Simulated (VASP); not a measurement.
A run of VASP 6.6.1:

File POSCAR:

```
Sn
1.0
    0.0000000000      3.2898289471      3.2898289471
    3.2898289471      0.0000000000      3.2898289471
    3.2898289471      3.2898289471      0.0000000000
Sn
2
Direct
    0.0000000000      0.0000000000      0.0000000000
    0.2500000000      0.2500000000      0.2500000000
```

Contents of INCAR.step1:

```
ALGO = Normal
EDIFF = 1E-4
ENCUT = 520
GGA = PE
ISMEAR = -1
LASPH = True
LCHARG = False
LREAL = False
LWAVE = True
NBANDS = 21
NELM = 100
PREC = Accurate
SIGMA = 0.15
```

INCAR.step2

```
ALGO = Normal
EDIFF = 1E-6
ENCUT = 520
ISIF = 2
ISMEAR = -1
ISTART = 1
LASPH = True
LCHARG = False
LMIXTAU = True
LREAL = False
LWAVE = False
METAGGA = R2SCAN
NBANDS = 21
NELM = 100
PREC = Accurate
SIGMA = 0.15
```

File KPOINTS:

```
k-points
0
Gamma
  6 6 6
```

Potentials or basis: VASP PAW PBE potentials, release 64 (Sn_d).

Launch:

```sh
$ cat potpaw_PBE.64/Sn_d/POTCAR > POTCAR
$ cp INCAR.step1 INCAR
$ mpirun -np 1 vasp_std > vasp.out
$ cp INCAR.step2 INCAR
$ mpirun -np 1 vasp_std > vasp.out
```

Hardware: 1 thread of AMD EPYC 7R43 64-Core Processor (Zen 3), on a shared host.

**Question.** Estimate the wall time of this run.

**Answer.** It took 93 s on 1 thread of AMD EPYC 7R43 64-Core Processor (Zen 3), with other jobs on the host, peak memory 0.17 GiB. Counts: k points 16.
